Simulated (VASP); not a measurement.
# CaBPd3 (Pm-3m) in VASP: a series of runs, part 2 of 2

VASP 6.6.1.

## (6) Single point, LDA

This run uses another cell than the first one, of 16.92 Å³/atom, 1.110 times its volume.

Contents of INCAR:

```
SYSTEM = CaBPd3
PREC     = Accurate       ! precision mode
ENCUT    = 520            ! plane-wave cutoff, eV
EDIFF    = 1E-6           ! SCF threshold, eV
ISMEAR   = -1             ! smearing method
SIGMA    = 0.1            ! smearing width, eV
LREAL    = .FALSE.        ! projectors in reciprocal space
LASPH    = .TRUE.         ! aspherical terms in the spheres
NELM     = 60             ! most SCF steps
ALGO     = Normal         ! electronic algorithm
ISIF     = 2              ! what is computed and relaxed
LWAVE    = .FALSE.        ! write WAVECAR
LCHARG   = .FALSE.        ! write CHGCAR
GGA      = CA             ! functional
NBANDS   = 30             ! bands
```

Contents of KPOINTS:

```
Automatic mesh
0
G
  6 6 6
  0 0 0
```

Contents of POSCAR:

```
CaBPd3
1.0
    4.3895971739      0.0000000000      0.0000000000
    0.0000000000      4.3895971739      0.0000000000
    0.0000000000      0.0000000000      4.3895971739
Ca B Pd
1 1 3
Direct
    0.5000000000      0.5000000000      0.5000000000
    0.0000000000      0.0000000000      0.0000000000
    0.5000000000      0.0000000000      0.0000000000
    0.0000000000      0.5000000000      0.0000000000
    0.0000000000      0.0000000000      0.5000000000
```

Potentials or basis: VASP PAW LDA potentials, release 64 (Ca_sv, B, Pd).

Started as:

```console
$ cat potpaw_LDA.64/Ca_sv/POTCAR potpaw_LDA.64/B/POTCAR potpaw_LDA.64/Pd/POTCAR > POTCAR
$ mpirun -np 1 vasp_std > vasp.out
```

OUTCAR:

```text
SYSTEM = CaBPd3
   PREC = Accurate
   ENCUT = 520
   EDIFF = 1E-6
   ISMEAR = -1
   LREAL = .FALSE.
   LASPH = .TRUE.
   NELM = 60
   ISIF = 2
   GGA = CA

 ion  position               nearest neighbor table
   1  0.500  0.500  0.500-   3 3.10   4 3.10   5 3.10   3 3.10   4 3.10   3 3.10   5 3.10   3 3.10
                             4 3.10   5 3.10   4 3.10   5 3.10
   2  0.000  0.000  0.000-   3 2.19   4 2.19   5 2.19   5 2.19   4 2.19   3 2.19
   3  0.500  0.000  0.000-   2 2.19   2 2.19   4 3.10   5 3.10   1 3.10   5 3.10   1 3.10   4 3.10
                             1 3.10   1 3.10   4 3.10   5 3.10   5 3.10   4 3.10
   4  0.000  0.500  0.000-   2 2.19   2 2.19   3 3.10   5 3.10   1 3.10   5 3.10   1 3.10   3 3.10
                             5 3.10   5 3.10   1 3.10   3 3.10   1 3.10   3 3.10
   5  0.000  0.000  0.500-   2 2.19   2 2.19   3 3.10   4 3.10   1 3.10   3 3.10   4 3.10   1 3.10
                             4 3.10   4 3.10   1 3.10   3 3.10   3 3.10   1 3.10

  LATTYP: Found a simple cubic cell.
 ALAT       =     4.3895971739

  Lattice vectors:

 A1 = (   4.3895971739,   0.0000000000,   0.0000000000)
 A2 = (   0.0000000000,   4.3895971739,   0.0000000000)
 A3 = (   0.0000000000,   0.0000000000,   4.3895971739)

Analysis of symmetry for initial positions (statically):
=====================================================================
 Subroutine PRICEL returns:
 Original cell was already a primitive cell.

 Routine SETGRP: Setting up the symmetry group for a
 simple cubic supercell.

 Subroutine GETGRP returns: Found 48 space group operations
 (whereof 48 operations were pure point group operations)
 out of a pool of 48 trial point group operations.

The static configuration has the point symmetry O_h .

Analysis of symmetry for dynamics (positions and initial velocities):
=====================================================================
 Subroutine PRICEL returns:
 Original cell was already a primitive cell.

 Routine SETGRP: Setting up the symmetry group for a
 simple cubic supercell.

 Subroutine GETGRP returns: Found 48 space group operations
 (whereof 48 operations were pure point group operations)
 out of a pool of 48 trial point group operations.

The dynamic configuration has the point symmetry O_h .

 Subroutine INISYM returns: Found 48 space group operations
 (whereof 48 operations are pure point group operations),
 and found     1 'primitive' translations

----------------------------------------------------------------------------------------

                                     Primitive cell

  volume of cell :      84.5812

  direct lattice vectors                    reciprocal lattice vectors
     4.389597174  0.000000000  0.000000000     0.227811337  0.000000000  0.000000000
     0.000000000  4.389597174  0.000000000     0.000000000  0.227811337  0.000000000
     0.000000000  0.000000000  4.389597174     0.000000000  0.000000000  0.227811337

  length of vectors
     4.389597174  4.389597174  4.389597174     0.227811337  0.227811337  0.227811337

  position of ions in fractional coordinates (direct lattice)
     0.500000000  0.500000000  0.500000000
     0.000000000  0.000000000  0.000000000
     0.500000000  0.000000000  0.000000000
     0.000000000  0.500000000  0.000000000
[... 34 lines left out ...]
 Found     20 irreducible k-points:

 Following reciprocal coordinates:
            Coordinates               Weight
  0.000000  0.000000  0.000000      1.000000
  0.166667  0.000000  0.000000      6.000000
  0.333333  0.000000  0.000000      6.000000
  0.500000  0.000000  0.000000      3.000000
  0.166667  0.166667  0.000000     12.000000
  0.333333  0.166667  0.000000     24.000000
[... 12 lines left out ...]
  0.500000  0.500000  0.333333      6.000000
  0.500000  0.500000  0.500000      1.000000
   k-points           NKPTS =     20   k-points in BZ     NKDIM =     20   number of bands    NBANDS=     30
   number of dos      NEDOS =    301   number of ions     NIONS =      5
   total plane-waves  NPLWV =  46656
   dimension x,y,z NGX =    36 NGY =   36 NGZ =   36
   dimension x,y,z NGXF=    72 NGYF=   72 NGZF=   72
   ions per type =               1   1   3
   NGX,Y,Z   is equivalent  to a cutoff of  13.63, 13.63, 13.63 a.u.
   NGXF,Y,Z  is equivalent  to a cutoff of  27.27, 27.27, 27.27 a.u.
 SYSTEM =  CaBPd3
   PREC   = accura    normal or accurate (medium, high low for compatibility)
   ISTART =      0    job   : 0-new  1-cont  2-samecut
   ICHARG =      2    charge: 1-file 2-atom 10-const
   ISPIN  =      1    spin polarized calculation?
   LNONCOLLINEAR =      F non collinear calculations
   LSORBIT =      F    spin-orbit coupling
   LASPH  =      T    aspherical Exc in radial PAW
   ENCUT  =  520.0 eV  38.22 Ry    6.18 a.u.   8.16  8.16  8.16*2*pi/ulx,y,z
   NELM   =     60;   NELMIN=  2; NELMDL= -5     # of ELM steps
   EDIFF  = 0.1E-05   stopping-criterion for ELM
   LREAL  =      F    real-space projection
   EDIFFG = 0.1E-04   stopping-criterion for IOM
   NSW    =      0    number of steps for IOM
   IBRION =     -1    ionic relax: 0-MD 1-quasi-New 2-CG
   NFREE  =      0    steps in history (QN), initial steepest desc. (CG)
   ISIF   =      2    stress and relaxation
   ISYM   =      2    0-nonsym 1-usesym 2-fastsym
   POTIM  = 0.5000    time-step for ionic-motion
   TEBEG  =    0.0;   TEEND  =   0.0 temperature during run
   PSTRESS=    0.0 pullay stress
   NELECT =      43.0000    total number of electrons
   NUPDOWN=      -1.0000    fix difference up-down
   EMIN   =  10.00;   EMAX   =-10.00  energy-range for DOS
   EFERMI =   0.00;   METHOD = LEGACY
   ISMEAR =    -1;   SIGMA  =   0.10  broadening in eV -4-tet -1-fermi 0-gaus
   EFERMI_NEDOS =   21; number of points for ismear=-14 and -15
   IALGO  =     38    algorithm
   IMIX   =      4    mixing-type and parameters
     AMIX     =   0.40;   BMIX     =  1.00
     AMIX_MAG =   1.60;   BMIX_MAG =  1.00
  volume/ion in A,a.u.               =      16.92       114.16
  Fermi-wavevector in a.u.,A,eV,Ry     =   1.306591  2.469099 23.227593  1.707180
  Thomas-Fermi vector in A             =   2.437383
   LORBIT       =      0    0 simple, 1 ext, 2 COOP (PROOUT), +10 PAW based schemes
   GGA     = CA    functional components
   LHFCALC =     F    Hartree Fock is set to
   AEXX    =    0.0000 exact exchange contribution
   IVDW    =     0    specifies the selected vdW correction
   LEPSILON=     F    determine dielectric tensor
   LRPA    =     F    only Hartree local field effects (RPA)
 non-spin polarized calculation
  energy-cutoff  :      520.00
  volume of cell :       84.58
 maximum number of plane-waves:      2301
 NGX is ok and might be reduce to    36
   NGX = 17   NGY = 17   NGZ = 17

 number of electron      43.0000011 magnetization

 Free energy of the ion-electron system (eV)
  ---------------------------------------------------
  ext. energy  EPLUGINS =         0.00000000
  ---------------------------------------------------
  free energy    TOTEN  =       -31.52553742 eV

  energy without entropy =      -31.41289374  energy(sigma->0) =      -31.46921558

 E-fermi :   6.5472     XC(G=0): -11.6427

 val. band max:        6.5297721517   @ k =   0.5000   0.3333   0.1667
 cond. band min:       6.5563692597   @ k =   0.1667   0.1667   0.1667
 fundamental gap:      0.0265971079
 Fermi energy:         6.5471784253

 k-point     1 :       0.0000    0.0000    0.0000
  band No.  band energies     occupation
      1     -33.5352      2.00000
      2     -14.8585      2.00000
      3     -14.8585      2.00000
      4     -14.8585      2.00000
      5      -3.0238      2.00000
      6       1.5217      2.00000
[... 649 lines left out ...]
     29      12.3936      0.00000
     30      12.3936      0.00000

------------------------ aborting loop because EDIFF is reached ----------------------------------------

  FORCE on cell =-STRESS in cart. coord.  units (eV):
  Direction    XX          YY          ZZ          XY          YZ          ZX
  --------------------------------------------------------------------------------------
  -------------------------------------------------------------------------------------
  Total       -7.7116155     -7.7116155     -7.7116155      0.0000000      0.0000000     -0.0000000
  in kB     -146.0770351   -146.0770351   -146.0770351      0.0000000      0.0000000     -0.0000000
  external PRESSURE =    -146.0770351 kB  Pullay stress =       0.0000000 kB

 VOLUME and BASIS-vectors are now :
 -----------------------------------------------------------------------------
  energy-cutoff  :      520.00
  volume of cell :       84.58
      direct lattice vectors                 reciprocal lattice vectors
     4.389597174  0.000000000  0.000000000     0.227811337  0.000000000  0.000000000
     0.000000000  4.389597174  0.000000000     0.000000000  0.227811337  0.000000000
     0.000000000  0.000000000  4.389597174     0.000000000  0.000000000  0.227811337

 POSITION                                       TOTAL-FORCE (eV/Angst)
 -----------------------------------------------------------------------------------
      2.19480      2.19480      2.19480         0.000000      0.000000      0.000000
      0.00000      0.00000      0.00000         0.000000      0.000000      0.000000
      2.19480      0.00000      0.00000         0.000000      0.000000      0.000000
      0.00000      2.19480      0.00000         0.000000      0.000000      0.000000
      0.00000      0.00000      2.19480         0.000000      0.000000      0.000000
 -----------------------------------------------------------------------------------
    total drift:                                0.000000      0.000000     -0.000000

  FREE ENERGIE OF THE ION-ELECTRON SYSTEM (eV)
  ---------------------------------------------------
  free  energy   TOTEN  =       -31.5255374236 eV

  energy  without entropy=      -31.4128937436  energy(sigma->0) =      -31.46921558
```

Run time: 44 s. Hardware: 1 thread of AMD EPYC 7R13 (Zen 3), shared host; peak memory 0.17 GiB.

What came out:

- Free energy: -31.5255 eV
- Pressure: -14.6 GPa

Levels at points of the mesh, in eV from the Fermi level:
| k point | band 19 | band 20 | band 21 | band 22 | band 23 | band 24 |
| --- | --- | --- | --- | --- | --- | --- |
| (0.00, 0.00, 0.00) | -1.39 | -1.33 | -1.18 | -1.18 | -1.18 | 2.85 |
| (0.50, 0.00, 0.00) | -2.27 | -1.95 | -1.39 | 0.80 | 0.80 | 2.90 |
| (0.50, 0.50, 0.00) | -2.30 | -2.03 | -0.36 | -0.20 | -0.20 | 2.34 |
| (0.50, 0.50, 0.50) | -1.46 | -1.46 | 0.71 | 0.71 | 0.71 | 0.86 |

## (7) Summary

```csv
cell,gap on the mesh (eV),pressure (GPa)
"a = 4.240 Å, 5 atoms",none,-3.8
"a = 4.278 Å, 5 atoms",none,-7.2
"a = 4.316 Å, 5 atoms",none,-10.1
"a = 4.353 Å, 5 atoms",none,-12.5
"a = 4.390 Å, 5 atoms",none,-14.6
```

Alike in all rows: task single point; level LDA; potentials or basis VASP PAW LDA potentials, release 64 (Ca_sv, B, Pd); no spin polarisation; k mesh 6 × 6 × 6; cutoff (eV) 520; smearing fermi-dirac 0.1 eV.

Absolute energies hang on the potentials; compare differences alone.
